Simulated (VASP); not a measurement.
Crystal: WS2.

```
W S
1.0
     3.19532    0.00000    0.00000
    -1.59766    2.76723    0.00000
     0.00000    0.00000    6.74208
W S
1 2
Cartesian
  0.0000 0.0000 0.0000
  0.0000 1.8448 1.5896
  0.0000 1.8448 5.1525
```

| Quantity | Value |
| --- | --- |
| Program | VASP 6.6.1 |
| Task | relaxation of cell and atoms |
| Functional | PBE |
| Dispersion | D3(BJ) |
| Potentials or basis | VASP PAW PBE potentials, release 64 (W_sv, S) |
| Cutoff | 600 eV |
| k mesh | 12 × 12 × 4 |
| Occupations | gaussian, width 0.02 eV |
| Spin | no spin polarisation |

At the start: pressure -4.9 GPa; volume 19.87 Å³/atom.

How do energy, volume and symmetry change on relaxing?

Over 14 steps the energy falls by 10.8 meV/atom and the volume is 19.11 Å³/atom (-3.8 %); space group P-6m2 (No. 187, to 0.1 Å) before and after.

The path:
```
step  energy change (eV)  largest force (eV/Å)  pressure (GPa)  volume (Å³)
   1              0.0000                0.5200           -4.90        59.61
   2              0.1224                1.7028           12.46        54.52
   3             -0.0304                0.0952           -0.29        57.97
   4             -0.0305                0.1096           -0.18        57.94
   5             -0.0319                0.0164           -0.03        57.70
   6             -0.0319                0.0219           -0.02        57.72
   7             -0.0319                0.0244           -0.03        57.72
   8             -0.0319                0.0176           -0.07        57.69
   9             -0.0321                0.0016           -0.18        57.61
  10             -0.0321                0.0385           -0.32        57.44
  11             -0.0322                0.0262           -0.26        57.49
  12             -0.0322                0.0219           -0.23        57.46
  13             -0.0323                0.0064           -0.08        57.37
  14             -0.0323                0.0013           -0.04        57.34
```

Final structure:
```cif
data_structure
_symmetry_space_group_name_H-M 'P 1'
_symmetry_Int_Tables_number 1
_cell_length_a 3.1553
_cell_length_b 3.1553
_cell_length_c 6.6504
_cell_angle_alpha 90.000
_cell_angle_beta 90.000
_cell_angle_gamma 120.000
_cell_volume 57.34
loop_
_atom_site_label
_atom_site_type_symbol
_atom_site_fract_x
_atom_site_fract_y
_atom_site_fract_z
_atom_site_occupancy
W1 W 0.00000 0.00000 0.00000 1
S1 S 0.33333 0.66667 0.23687 1
S2 S 0.33333 0.66667 0.76313 1
```
